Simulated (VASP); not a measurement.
# SiNi in VASP: a series of runs

Runs on SiNi. Level: PBE. Tasks: single point.

Program: VASP 6.6.1. These are calculated values, not measurements. Logs are shortened: lines on timing, memory, paths and dates and some standing lists are left out, and cuts for length are marked.

## Step 1: The cell of the first run

The cell holds an amorphous packing of atoms, 20 atoms: a = 6.401 Å, b = 6.413 Å, c = 6.563 Å, α = 89.27°, β = 89.96°, γ = 88.64°.

## Step 2: Single point, PBE

INCAR

```
SYSTEM = SiNi
ALGO = Normal
EDIFF = 1E-7
ENCUT = 520
GGA = PE
ISIF = 2
ISMEAR = -1
ISYM = 0
LASPH = .TRUE.
LCHARG = .FALSE.
LREAL = Auto
LWAVE = .FALSE.
NBANDS = 86
NELM = 80
PREC = Accurate
SIGMA = 0.2137
```

KPOINTS

```
Automatic mesh
0
Gamma
  1 1 1
  0.25 0.25 0.25
```

POSCAR

```
SiNi
1.0
    6.4002940000      0.0757740000      0.0022980000
    0.0757740000      6.4122190000      0.0415250000
    0.0022980000      0.0415250000      6.5625770000
Si Ni
10 10
Direct
   -0.1808338199      0.7584108968      0.0969473644
    0.8512211488     -0.1524680047      0.5702782806
    0.6954300985      1.1431276071      0.1416717134
    0.7454157999      0.5159576321      0.7922343454
    0.4826846700      0.9095204283      0.3120982740
    1.0282113817      0.5338464590      0.3020807521
    0.1426123538      0.6430119767      0.6742462914
    0.3607035017      0.3862801851      0.6090285598
    0.2960428711      0.2141575449      0.1074911276
    0.5131739364      0.8731449151      0.8125549435
    0.1911651922     -0.0720073925     -0.0470603531
    0.2182247208      1.0615559419      0.6637461791
    0.5812088286      0.4156692794      0.2949074297
    0.8449574705      0.0412276113      0.8602220303
    0.1242123822      0.8331817672      0.2857789992
    0.9916958165      0.1848033666      0.3411338447
    0.5071343003      0.3000587359      0.8754263251
    0.6457748267      0.1288333123      0.5465778468
    0.4284781227      0.6104718089      1.0300919159
    0.0556654019      0.4263698875      0.8778547012
```

Potentials or basis: VASP PAW PBE potentials, release 64 (Si, Ni).

The run is started by

```bash
> cat potpaw_PBE.64/Si/POTCAR potpaw_PBE.64/Ni/POTCAR > POTCAR
> mpirun -np 1 vasp_std > vasp.out
```

OUTCAR:

```text
SYSTEM = SiNi
   EDIFF = 1E-7
   ENCUT = 520
   GGA = PE
   ISIF = 2
   ISMEAR = -1
   ISYM = 0
   LASPH = .TRUE.
   LREAL = Auto
   NELM = 80
   PREC = Accurate

 ion  position               nearest neighbor table
   1  0.819  0.758  0.097-   6 2.35  15 2.38  14 2.38   3 2.59   4 2.60  19 2.73   5 2.74  10 2.79
                            11 2.80  20 2.97  13 2.99
   2  0.851  0.848  0.570-  18 2.21  14 2.29   7 2.35  15 2.56   4 2.66  10 2.69  16 2.78  12 2.82
                             6 2.90   5 2.92
   3  0.695  0.143  0.142-  13 2.14  14 2.18   5 2.32  16 2.33  17 2.33   1 2.59   9 2.60  18 2.68
                            10 3.04
   4  0.745  0.516  0.792-  20 2.13  17 2.15   1 2.60  19 2.62   2 2.66  10 2.71   7 2.79   8 2.89
                            18 3.06
   5  0.483  0.910  0.312-   3 2.32  18 2.36  15 2.36   9 2.62  19 2.71   1 2.74   2 2.92  11 3.01
                            12 3.02
   6  0.028  0.534  0.302-  15 2.03  16 2.27   1 2.35   7 2.66  20 2.88   2 2.90   9 2.94  13 2.98
                             8 3.06
   7  0.143  0.643  0.674-  20 2.00   8 2.18   2 2.35  11 2.63   6 2.66  12 2.74   4 2.79  15 2.81
                            19 2.97  10 2.97
   8  0.361  0.386  0.609-  17 2.05   7 2.18  12 2.32  18 2.47  13 2.51  20 2.64   4 2.89   6 3.06

   9  0.296  0.214  0.107-  17 2.11  11 2.23  16 2.49  20 2.52  13 2.58   3 2.60   5 2.62  19 2.74
                            15 2.93   6 2.94
  10  0.513  0.873  0.813-  19 2.27  11 2.28  12 2.42  14 2.43  18 2.54   2 2.69   4 2.71  17 2.77
                             1 2.79   7 2.97   3 3.04
  11  0.191  0.928  0.953-  12 2.08   9 2.23  10 2.28  15 2.30  14 2.39  19 2.56   7 2.63   1 2.80
                             5 3.01
  12  0.218  0.062  0.664-  11 2.08   8 2.32  10 2.42  16 2.67  14 2.72   7 2.74  17 2.81   2 2.82
                            18 2.88  20 2.91  15 2.97   5 3.02
  13  0.581  0.416  0.295-   3 2.14  19 2.33  18 2.48   8 2.51   9 2.58  17 2.90   6 2.98   1 2.99
                            16 3.00
  14  0.845  0.041  0.860-   3 2.18   2 2.29   1 2.38  11 2.39  10 2.43  18 2.47  17 2.70  12 2.72
                            20 2.85
  15  0.124  0.833  0.286-   6 2.03  11 2.30   5 2.36   1 2.38  16 2.42   2 2.56   7 2.81  19 2.93
                             9 2.93  12 2.97
  16  0.992  0.185  0.341-   6 2.27   3 2.33  15 2.42   9 2.49  18 2.62  12 2.67   2 2.78  13 3.00

  17  0.507  0.300  0.875-   8 2.05   9 2.11   4 2.15  19 2.29   3 2.33  18 2.58  14 2.70  10 2.77
                            12 2.81  13 2.90  20 2.98
  18  0.646  0.129  0.547-   2 2.21   5 2.36   8 2.47  14 2.47  13 2.48  10 2.54  17 2.58  16 2.62
                             3 2.68  12 2.88   4 3.06
  19  0.428  0.610  0.030-  10 2.27  17 2.29  13 2.33  11 2.56   4 2.62   5 2.71   1 2.73   9 2.74
                            20 2.87  15 2.93   7 2.97
  20  0.056  0.426  0.878-   7 2.00   4 2.13   9 2.52   8 2.64  14 2.85  19 2.87   6 2.88  12 2.91
                             1 2.97  17 2.98

IMPORTANT INFORMATION: All symmetrisations will be switched off!
NOSYMM: (Re-)initialisation of all symmetry stuff for point group C_1.

----------------------------------------------------------------------------------------

                                     Primitive cell

  volume of cell :     269.2800

  direct lattice vectors                    reciprocal lattice vectors
     6.400294000  0.075774000  0.002298000     0.156264697 -0.001846321 -0.000043036
     0.075774000  6.412219000  0.041525000    -0.001846321  0.155980459 -0.000986327
     0.002298000  0.041525000  6.562577000    -0.000043036 -0.000986327  0.152385421

  length of vectors
     6.400742946  6.412801145  6.562708777     0.156275610  0.155994504  0.152388619

  position of ions in fractional coordinates (direct lattice)
     0.819166180  0.758410897  0.096947364
     0.851221149  0.847531995  0.570278281
     0.695430098  0.143127607  0.141671713
     0.745415800  0.515957632  0.792234345
     0.482684670  0.909520428  0.312098274
     0.028211382  0.533846459  0.302080752
[... 12 lines left out ...]
     0.428478123  0.610471809  0.030091916
     0.055665402  0.426369888  0.877854701

  ion indices of the primitive-cell ions
   primitive index   ion index
                 1           1
                 2           2
                 3           3
                 4           4
                 5           5
                 6           6
[... 12 lines left out ...]
                19          19
                20          20

----------------------------------------------------------------------------------------

 KPOINTS: Automatic mesh

Automatic generation of k-mesh.
 Grid dimensions read from file:
 generate k-points for:    1    1    1

 Generating k-lattice:

  Cartesian coordinates                     Fractional coordinates (reciprocal lattice)
     0.156264697 -0.001846321 -0.000043036     1.000000000 -0.000000000  0.000000000
    -0.001846321  0.155980459 -0.000986327     0.000000000  1.000000000  0.000000000
    -0.000043036 -0.000986327  0.152385421     0.000000000 -0.000000000  1.000000000

  Length of vectors
     0.156275610  0.155994504  0.152388619

  Shift w.r.t. Gamma in fractional coordinates (k-lattice)
     0.250000000  0.250000000  0.250000000

 Subroutine IBZKPT returns following result:
 ===========================================

 Found      1 irreducible k-points:

 Following reciprocal coordinates:
            Coordinates               Weight
  0.250000  0.250000  0.250000      2.000000
   k-points           NKPTS =      1   k-points in BZ     NKDIM =      1   number of bands    NBANDS=     86
   number of dos      NEDOS =    301   number of ions     NIONS =     20
   total plane-waves  NPLWV = 115200
   dimension x,y,z NGX =    48 NGY =   48 NGZ =   50
   dimension x,y,z NGXF=    96 NGYF=   96 NGZF=  100
   ions per type =              10  10
   NGX,Y,Z   is equivalent  to a cutoff of  12.47, 12.44, 12.67 a.u.
   NGXF,Y,Z  is equivalent  to a cutoff of  24.93, 24.89, 25.33 a.u.
 SYSTEM =  SiNi
   PREC   = accura    normal or accurate (medium, high low for compatibility)
   ISTART =      0    job   : 0-new  1-cont  2-samecut
   ICHARG =      2    charge: 1-file 2-atom 10-const
   ISPIN  =      1    spin polarized calculation?
   LNONCOLLINEAR =      F non collinear calculations
   LSORBIT =      F    spin-orbit coupling
   LASPH  =      T    aspherical Exc in radial PAW
   ENCUT  =  520.0 eV  38.22 Ry    6.18 a.u.  11.90 11.92 12.20*2*pi/ulx,y,z
   NELM   =     80;   NELMIN=  2; NELMDL= -5     # of ELM steps
   EDIFF  = 0.1E-06   stopping-criterion for ELM
   LREAL  =      T    real-space projection
   EDIFFG = 0.1E-05   stopping-criterion for IOM
   NSW    =      0    number of steps for IOM
   IBRION =     -1    ionic relax: 0-MD 1-quasi-New 2-CG
   NFREE  =      0    steps in history (QN), initial steepest desc. (CG)
   ISIF   =      2    stress and relaxation
   ISYM   =      0    0-nonsym 1-usesym 2-fastsym
   POTIM  = 0.5000    time-step for ionic-motion
   TEBEG  =    0.0;   TEEND  =   0.0 temperature during run
   PSTRESS=    0.0 pullay stress
   NELECT =     140.0000    total number of electrons
   NUPDOWN=      -1.0000    fix difference up-down
   EMIN   =  10.00;   EMAX   =-10.00  energy-range for DOS
   EFERMI =   0.00;   METHOD = LEGACY
   ISMEAR =    -1;   SIGMA  =   0.21  broadening in eV -4-tet -1-fermi 0-gaus
   EFERMI_NEDOS =   21; number of points for ismear=-14 and -15
   IALGO  =     38    algorithm
   IMIX   =      4    mixing-type and parameters
     AMIX     =   0.40;   BMIX     =  1.00
     AMIX_MAG =   1.60;   BMIX_MAG =  1.00
  volume/ion in A,a.u.               =      13.46        90.86
  Fermi-wavevector in a.u.,A,eV,Ry     =   1.316385  2.487606 23.577108  1.732869
  Thomas-Fermi vector in A             =   2.446500
   LORBIT       =      0    0 simple, 1 ext, 2 COOP (PROOUT), +10 PAW based schemes
   GGA     = PE    functional components
   LHFCALC =     F    Hartree Fock is set to
   AEXX    =    0.0000 exact exchange contribution
   IVDW    =     0    specifies the selected vdW correction
   LEPSILON=     F    determine dielectric tensor
   LRPA    =     F    only Hartree local field effects (RPA)
 non-spin polarized calculation
  energy-cutoff  :      520.00
  volume of cell :      269.28
 maximum number of plane-waves:      7240
 NGX is ok and might be reduce to    48
   NGX = 23   NGY = 23   NGZ = 25

 number of electron     139.9999964 magnetization

 Free energy of the ion-electron system (eV)
  ---------------------------------------------------
  ext. energy  EPLUGINS =         0.00000000
  ---------------------------------------------------
  free energy    TOTEN  =      -107.17437708 eV

  energy without entropy =     -105.57895453  energy(sigma->0) =     -106.37666581

 E-fermi :   8.9576     XC(G=0): -11.6219

 val. band max:        8.9107508328   @ k =   0.2500   0.2500   0.2500
 cond. band min:       8.9997561179   @ k =   0.2500   0.2500   0.2500
 fundamental gap:      0.0890052851
 Fermi energy:         8.9576133569

 k-point     1 :       0.2500    0.2500    0.2500
  band No.  band energies     occupation
      1      -3.3380      2.00000
      2      -2.2342      2.00000
      3      -1.6042      2.00000
      4      -0.8607      2.00000
      5      -0.1374      2.00000
      6       0.0921      2.00000
[... 74 lines left out ...]
     81      11.3361      0.00003
     82      11.6184      0.00001
 [bands above 82 left out]

------------------------ aborting loop because EDIFF is reached ----------------------------------------

  FORCE on cell =-STRESS in cart. coord.  units (eV):
  Direction    XX          YY          ZZ          XY          YZ          ZX
  --------------------------------------------------------------------------------------
  -------------------------------------------------------------------------------------
  Total       -2.8033586      7.8732844     15.0169995    -11.2900669    -14.8851315     -0.6008310
  in kB      -16.6795814     46.8449126     89.3489928    -67.1742783    -88.5643971     -3.5748581
  external PRESSURE =      39.8381080 kB  Pullay stress =       0.0000000 kB

 VOLUME and BASIS-vectors are now :
 -----------------------------------------------------------------------------
  energy-cutoff  :      520.00
  volume of cell :      269.28
      direct lattice vectors                 reciprocal lattice vectors
     6.400294000  0.075774000  0.002298000     0.156264697 -0.001846321 -0.000043036
     0.075774000  6.412219000  0.041525000    -0.001846321  0.155980459 -0.000986327
     0.002298000  0.041525000  6.562577000    -0.000043036 -0.000986327  0.152385421

 POSITION                                       TOTAL-FORCE (eV/Angst)
 -----------------------------------------------------------------------------------
      5.30059      4.92919      0.66960        -0.529938      0.156382     -0.481944
      5.51360      5.52274      3.77965         0.184858      0.337350     -1.035617
      4.46213      0.97634      0.93727         0.836203     -0.240953      0.792552
      4.81180      3.39781      5.22224        -0.298305      1.145723     -0.478194
      3.15896      5.88158      2.08705        -0.826155     -1.435964      0.379844
      0.22171      3.43782      2.00466        -0.253869     -3.269069     -0.189629
[... 12 lines left out ...]
      2.78871      3.94820      0.22381        -0.338702      1.466926      0.315858
      0.39060      2.77465      5.77882         0.818091     -2.707521      2.525458
 -----------------------------------------------------------------------------------
    total drift:                                0.002748      0.003384      0.004072

  FREE ENERGIE OF THE ION-ELECTRON SYSTEM (eV)
  ---------------------------------------------------
  free  energy   TOTEN  =      -107.1743770765 eV

  energy  without entropy=     -105.5789545340  energy(sigma->0) =     -106.37666581
```

Wall time 2.3 min (1 thread of AMD EPYC 7R43 (Zen 3), shared host); peak memory 0.28 GiB.

What came out:

* Free energy: -107.1744 eV
* Pressure: 4.0 GPa
* Largest force: 4.089 eV/Å
* Band gap on the k mesh: 0.09 eV

Forces in eV/Å, atoms in the order of the input:
```
Si  -0.530  0.156 -0.482
Si   0.185  0.337 -1.036
Si   0.836 -0.241  0.793
Si  -0.298  1.146 -0.478
Si  -0.826 -1.436  0.380
Si  -0.254 -3.269 -0.190
Si   0.149  3.838 -1.402
Si   0.223 -0.958 -3.505
Si  -1.836  0.747  2.366
Si   0.309  1.066 -0.729
Ni  -0.206 -1.800  2.178
Ni   0.548  0.403 -3.170
Ni   0.045  0.950  0.926
Ni  -0.201  0.377 -0.092
Ni   0.800  1.809  1.303
Ni   0.061  0.699  0.102
Ni   1.478 -2.543  0.282
Ni  -0.962 -0.042 -0.086
Ni  -0.339  1.467  0.316
Ni   0.818 -2.708  2.525
```

Stress tensor (GPa, compression positive):
```
-1.67 -6.72 -0.36
-6.72  4.68 -8.86
-0.36 -8.86  8.93
```

Levels at points of the mesh, in eV from the valence-band top:
| k point | band 68 | band 69 | band 70 | band 71 | band 72 | band 73 |
| --- | --- | --- | --- | --- | --- | --- |
| (0.25, 0.25, 0.25) | -0.45 | -0.32 | 0.00 | 0.09 | 0.22 | 0.77 |

Caveat: the k points lie up to 0.98 Å⁻¹ apart.

(Continued in part 2 of 3.)
